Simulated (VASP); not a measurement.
# AlN (Fm-3m) in VASP: a series of runs

AlN is run at these levels: LDA; tasks: single point, relaxation of cell and atoms.

Program: VASP 6.6.1. These are calculated values, not measurements. Logs are shortened: lines on timing, memory, paths and dates and some standing lists are left out, and cuts for length are marked.

## 1. The cell of the first run

It takes space group Fm-3m (No. 225, cubic). Conventional cell: a = 4.010 Å, b = 4.010 Å, c = 4.010 Å, α = 90.00°, β = 90.00°, γ = 90.00°. Within 2.7 Å of Al (site symmetry m-3m) lie 6 N at 2.01 Å. Within 2.7 Å of N (site symmetry m-3m) lie 6 Al at 2.01 Å.

## 2. Single point, LDA

File INCAR:

```
SYSTEM = AlN
ALGO = Normal ; EDIFF = 1E-6
ENCUT = 600 ; GGA_COMPAT = .FALSE.
ISIF = 2 ; ISMEAR = 0
LASPH = .TRUE. ; LCHARG = .TRUE.
LELF = .TRUE. ; LREAL = .FALSE.
LVHAR = .TRUE. ; LWAVE = .FALSE.
NBANDS = 11 ; NELM = 120
PREC = Accurate ; SIGMA = 0.1
```

File KPOINTS:

```
k-points
0
G
  8 8 8
  0 0 0
```

File POSCAR:

```
AlN
1.0
    0.0000000000      2.0052122986      2.0052122986
    2.0052122986      0.0000000000      2.0052122986
    2.0052122986      2.0052122986      0.0000000000
Al N
1 1
Direct
    0.5000000000      0.5000000000      0.5000000000
    0.0000000000      0.0000000000      0.0000000000
```

Potentials or basis: VASP PAW LDA potentials, release 64 (Al, N).

The run is started by

```console
$ cat potpaw_LDA.64/Al/POTCAR potpaw_LDA.64/N/POTCAR > POTCAR
$ mpirun -np 1 vasp_std > vasp.out
```

OUTCAR:

```text
SYSTEM = AlN
   EDIFF = 1E-6
   ENCUT = 600
   ISIF = 2
   ISMEAR = 0
   LASPH = .TRUE.
   LREAL = .FALSE.
   NELM = 120
   PREC = Accurate

 ion  position               nearest neighbor table
   1  0.500  0.500  0.500-   2 2.01   2 2.01   2 2.01   2 2.01   2 2.01   2 2.01
   2  0.000  0.000  0.000-   1 2.01   1 2.01   1 2.01   1 2.01   1 2.01   1 2.01

  LATTYP: Found a face centered cubic cell.
 ALAT       =     4.0104245972

  Lattice vectors:

 A1 = (   0.0000000000,   2.0052122986,   2.0052122986)
 A2 = (   2.0052122986,   0.0000000000,   2.0052122986)
 A3 = (   2.0052122986,   2.0052122986,   0.0000000000)

Analysis of symmetry for initial positions (statically):
=====================================================================
 Subroutine PRICEL returns:
 Original cell was already a primitive cell.

 Routine SETGRP: Setting up the symmetry group for a
 face centered cubic supercell.

 Subroutine GETGRP returns: Found 48 space group operations
 (whereof 48 operations were pure point group operations)
 out of a pool of 48 trial point group operations.

The static configuration has the point symmetry O_h .

Analysis of symmetry for dynamics (positions and initial velocities):
=====================================================================
 Subroutine PRICEL returns:
 Original cell was already a primitive cell.

 Routine SETGRP: Setting up the symmetry group for a
 face centered cubic supercell.

 Subroutine GETGRP returns: Found 48 space group operations
 (whereof 48 operations were pure point group operations)
 out of a pool of 48 trial point group operations.

The dynamic configuration has the point symmetry O_h .

 Subroutine INISYM returns: Found 48 space group operations
 (whereof 48 operations are pure point group operations),
 and found     1 'primitive' translations

----------------------------------------------------------------------------------------

                                     Primitive cell

  volume of cell :      16.1254

  direct lattice vectors                    reciprocal lattice vectors
     0.000000000  2.005212299  2.005212299    -0.249350156  0.249350156  0.249350156
     2.005212299  0.000000000  2.005212299     0.249350156 -0.249350156  0.249350156
     2.005212299  2.005212299  0.000000000     0.249350156  0.249350156 -0.249350156

  length of vectors
     2.835798428  2.835798428  2.835798428     0.431887140  0.431887140  0.431887140
[... 87 lines left out ...]
   ISIF   =      2    stress and relaxation
   ISYM   =      2    0-nonsym 1-usesym 2-fastsym
   POTIM  = 0.5000    time-step for ionic-motion
   TEBEG  =    0.0;   TEEND  =   0.0 temperature during run
   PSTRESS=    0.0 pullay stress
   NELECT =       8.0000    total number of electrons
   NUPDOWN=      -1.0000    fix difference up-down
   EMIN   =  10.00;   EMAX   =-10.00  energy-range for DOS
   EFERMI =   0.00;   METHOD = LEGACY
   ISMEAR =     0;   SIGMA  =   0.10  broadening in eV -4-tet -1-fermi 0-gaus
   EFERMI_NEDOS =   21; number of points for ismear=-14 and -15
   IALGO  =     38    algorithm
   IMIX   =      4    mixing-type and parameters
     AMIX     =   0.40;   BMIX     =  1.00
     AMIX_MAG =   1.60;   BMIX_MAG =  1.00
  volume/ion in A,a.u.               =       8.06        54.41
  Fermi-wavevector in a.u.,A,eV,Ry     =   1.295988  2.449063 22.852156  1.679586
  Thomas-Fermi vector in A             =   2.427473
   LORBIT       =      0    0 simple, 1 ext, 2 COOP (PROOUT), +10 PAW based schemes
   GGA     = CA    functional components
   LHFCALC =     F    Hartree Fock is set to
   AEXX    =    0.0000 exact exchange contribution
   IVDW    =     0    specifies the selected vdW correction
   LEPSILON=     F    determine dielectric tensor
   LRPA    =     F    only Hartree local field effects (RPA)
 non-spin polarized calculation
 Gauss-broadening in eV      SIGMA  =   0.10
  energy-cutoff  :      600.00
  volume of cell :       16.13
 maximum number of plane-waves:       553
   NGX = 11   NGY = 11   NGZ = 11

 number of electron       8.0000000 magnetization

 Free energy of the ion-electron system (eV)
  ---------------------------------------------------
  ext. energy  EPLUGINS =         0.00000000
  ---------------------------------------------------
  free energy    TOTEN  =       -16.23090240 eV

  energy without entropy =      -16.23090240  energy(sigma->0) =      -16.23090240

 E-fermi :  10.5738     XC(G=0): -12.6888

 val. band max:       10.0328842520   @ k =   0.0000   0.0000   0.0000
 cond. band min:      14.7301847970   @ k =   0.5000   0.5000   0.0000
 fundamental gap:      4.6973005450
 Fermi energy:        10.5738422994

 k-point     1 :       0.0000    0.0000    0.0000
  band No.  band energies     occupation
      1      -7.6011      2.00000
      2      10.0329      2.00000
      3      10.0329      2.00000
      4      10.0329      2.00000
      5      16.1628      0.00000
      6      22.1308      0.00000
      7      22.1308      0.00000
      8      22.1308      0.00000
      9      27.4217      0.00000
     10      27.8434      0.00000
     11      27.8434      0.00000
[... 309 lines left out ...]
 k-point    24 :      -0.3750    0.2500    0.1250
  band No.  band energies     occupation
      1      -3.6339      2.00000
      2       2.4249      2.00000
      3       6.2365      2.00000
      4       7.9818      2.00000
      5      18.5731      0.00000
      6      18.6260      0.00000
      7      22.4548      0.00000
      8      22.8702      0.00000
      9      28.2736      0.00000
     10      29.1540      0.00000
     11      32.5496      0.00000

 [... further k-points ...]

------------------------ aborting loop because EDIFF is reached ----------------------------------------

  FORCE on cell =-STRESS in cart. coord.  units (eV):
  Direction    XX          YY          ZZ          XY          YZ          ZX
  --------------------------------------------------------------------------------------
  -------------------------------------------------------------------------------------
  Total        0.0634948      0.0634948      0.0634948     -0.0000000      0.0000000      0.0000000
  in kB        6.3086664      6.3086664      6.3086664     -0.0000000      0.0000000      0.0000000
  external PRESSURE =       6.3086664 kB  Pullay stress =       0.0000000 kB

 VOLUME and BASIS-vectors are now :
 -----------------------------------------------------------------------------
  energy-cutoff  :      600.00
  volume of cell :       16.13
      direct lattice vectors                 reciprocal lattice vectors
     0.000000000  2.005212299  2.005212299    -0.249350156  0.249350156  0.249350156
     2.005212299  0.000000000  2.005212299     0.249350156 -0.249350156  0.249350156
     2.005212299  2.005212299  0.000000000     0.249350156  0.249350156 -0.249350156

 POSITION                                       TOTAL-FORCE (eV/Angst)
 -----------------------------------------------------------------------------------
      2.00521      2.00521      2.00521         0.000000      0.000000      0.000000
      0.00000      0.00000      0.00000         0.000000      0.000000     -0.000000
 -----------------------------------------------------------------------------------
    total drift:                                0.000000     -0.000000     -0.000000

  FREE ENERGIE OF THE ION-ELECTRON SYSTEM (eV)
  ---------------------------------------------------
  free  energy   TOTEN  =       -16.2309024001 eV

  energy  without entropy=      -16.2309024001  energy(sigma->0) =      -16.23090240
```

It took 4 s on 1 thread of AMD EPYC 9R45 (Zen 5), shared host; peak memory 0.09 GiB.

What came out:

- Free energy: -16.2309 eV
- Pressure: 0.6 GPa
- Band gap on the k mesh: 4.70 eV (least direct gap 6.13 eV)

A k mesh can miss the band edges.

[end of part 1 of 2]
